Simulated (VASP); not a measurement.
A run of VASP 6.6.1 is set up as follows.

File INCAR:

```
PREC     = Accurate       # precision mode
ENCUT    = 520            # plane-wave cutoff, eV
EDIFF    = 1E-7           # SCF threshold, eV
ISMEAR   = 0              # smearing method
SIGMA    = 0.1            # smearing width, eV
LREAL    = False          # projectors in reciprocal space
LASPH    = True           # aspherical terms in the spheres
NELM     = 60             # most SCF steps
ALGO     = Normal         # electronic algorithm
ISIF     = 2              # what is computed and relaxed
LWAVE    = False          # write WAVECAR
LCHARG   = True           # write CHGCAR
GGA      = PE             # functional
LELF     = True           # ELF
LVHAR    = True         
NBANDS   = 12             # bands
```

File KPOINTS:

```
regular mesh
0
Gamma
  20 20 20
```

File POSCAR:

```
Cr
1.0
    0.0000000000      2.0139386812      2.0139386812
    1.4240658809      0.0000000000      2.0139386812
    1.4240658809      2.0139386812      0.0000000000
Cr
1
Direct
    0.0000000000      0.0000000000      0.0000000000
```

Potentials or basis: VASP PAW PBE potentials, release 64 (Cr_pv).

Run with:

```sh
$ cat potpaw_PBE.64/Cr_pv/POTCAR > POTCAR
$ mpirun -np 1 vasp_std > vasp.out
```

Problem. Estimate the band gap on the k mesh.

Solution. Zero (bands 6 and 7 overlap by 3.35 eV).

Problem. Predict the pressure.

Solution. -0.6 GPa.

Caveat: an empty level that is flat over the whole mesh can mark a ghost state of the potentials, or a narrow d or f band; the run has no spin polarisation, though such a crystal can be magnetic. Spin polarisation is off, so any magnetic state and its effect on volume and gap are missing.
